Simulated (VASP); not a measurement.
Cl, 4 atoms in the cell. Symmetry: Cmce, No. 64, orthorhombic system. The conventional cell has a = 6.290 Å, b = 4.500 Å, c = 8.210 Å, α = 90.00°, β = 90.00°, γ = 90.00°. Cl (site symmetry m) has 1 Cl at 2.02 Å within 2.7 Å. 

```yaml
Program: VASP 6.6.1
Task: single point
Functional: PBE
Potentials_or_basis: VASP PAW PBE potentials, release 64 (Cl)
Cutoff: 520 eV
k_mesh: 4 × 4 × 2
Occupations: fermi-dirac, width 0.05 eV
Spin: no spin polarisation
Dipole_correction: no
Further_INCAR_settings: ALGO = Normal; EDIFF = 1e-06; NBANDS = 22
```

Potentials or basis: VASP PAW PBE potentials, release 64 (Cl).

Command:

```bash
$ cat potpaw_PBE.64/Cl/POTCAR > POTCAR
$ mpirun -np 1 vasp_std > vasp.out
```

Hardware: 1 thread of Intel(R) Xeon(R) Platinum 8259CL CPU @ 2.50GHz (Skylake/Cascade Lake) (shared host).

Task: Estimate the wall time of this run.

Result: Wall time 29 s on 1 thread of Intel(R) Xeon(R) Platinum 8259CL CPU @ 2.50GHz (Skylake/Cascade Lake), on a shared host, peak memory 0.22 GiB. Counts: scf iterations 12, k points 14.
